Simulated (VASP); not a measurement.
Here is a VASP 6.6.1 calculation.

The input POSCAR:

```
Ni
1.0
    0.0000000000      1.7391428888      1.7391428888
    1.7391428888      0.0000000000      1.7391428888
    1.7391428888      1.7391428888      0.0000000000
Ni
1
Direct
    0.0000000000      0.0000000000      0.0000000000
```

The input INCAR.step1:

```
SYSTEM = Ni
  PREC = Accurate
  ENCUT = 520
  ISMEAR = -1
  SIGMA = 0.05
  LREAL = .FALSE.
  LASPH = .TRUE.
  NELM = 150
  ISPIN = 2
  MAGMOM = 1.5
  LMAXMIX = 4
  NBANDS = 15
  GGA = PE
  ALGO = Normal
  EDIFF = 1E-4
  LWAVE = .TRUE.
  LCHARG = .FALSE.
```

File INCAR.step2:

```
SYSTEM = Ni
  PREC = Accurate
  ENCUT = 520
  EDIFF = 1E-6
  ISMEAR = -1
  SIGMA = 0.05
  LREAL = .FALSE.
  LASPH = .TRUE.
  NELM = 150
  ALGO = Normal
  ISIF = 2
  LWAVE = .FALSE.
  LCHARG = .FALSE.
  ISPIN = 2
  MAGMOM = 1.5
  LORBIT = 11
  LMAXMIX = 4
  METAGGA = R2SCAN
  LMIXTAU = .TRUE.
  NBANDS = 15
  ISTART = 1
```

Contents of KPOINTS:

```
regular mesh
0
G
  12 12 12
  0 0 0
```

Potentials or basis: VASP PAW PBE potentials, release 64 (Ni).

Command:

```bash
$ cat potpaw_PBE.64/Ni/POTCAR > POTCAR
$ cp INCAR.step1 INCAR
$ mpirun -np 1 vasp_std > vasp.out
$ cp INCAR.step2 INCAR
$ mpirun -np 1 vasp_std > vasp.out
```

Q: Estimate the site moments.

A: Ni +0.74 μB.

Q: What does it give for the pressure?

A: 0.3 GPa.

Caveat: the PAW data sets were made with another functional, which shifts forces and pressure a little.
